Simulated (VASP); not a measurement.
Crystal: KNbO3.

```
CELL_PARAMETERS angstrom
4.02918 0.00000 0.00000
0.00000 4.02918 0.00000
0.00000 0.00000 4.02918
ATOMIC_POSITIONS crystal
K 0.00000 0.00000 0.00000
Nb 0.50000 0.50000 0.50000
O 0.00000 0.50000 0.50000
O 0.50000 0.00000 0.50000
O 0.50000 0.50000 0.00000
```

Base run:

| Quantity | Value |
| --- | --- |
| Program | VASP 6.6.1 |
| Functional | PBEsol |
| Potentials or basis | VASP PAW PBE potentials, release 64 (K_sv, Nb_sv, O) |
| Cutoff | 600 eV |
| k mesh | 6 × 6 × 6 |
| Occupations | gaussian, width 0.01 eV |
| Spin | no spin polarisation |
| Hubbard terms | Nb d U = 1.0 eV |

Its results: band gap on the k mesh 1.56 eV, indirect (least direct gap 2.24 eV); pressure -5.2 GPa.

**Question.** The run is repeated on the same cell with these changes: hubbard terms from Nb d U = 1.0 eV to Nb d U = 7.0 eV. What comes out?

**Answer.** Band gap on the k mesh 2.26 eV, indirect (least direct gap 3.04 eV); pressure -1.2 GPa.

Caveats: the PAW data sets were made with another functional, which shifts forces and pressure a little.

A k mesh can miss the band edges.
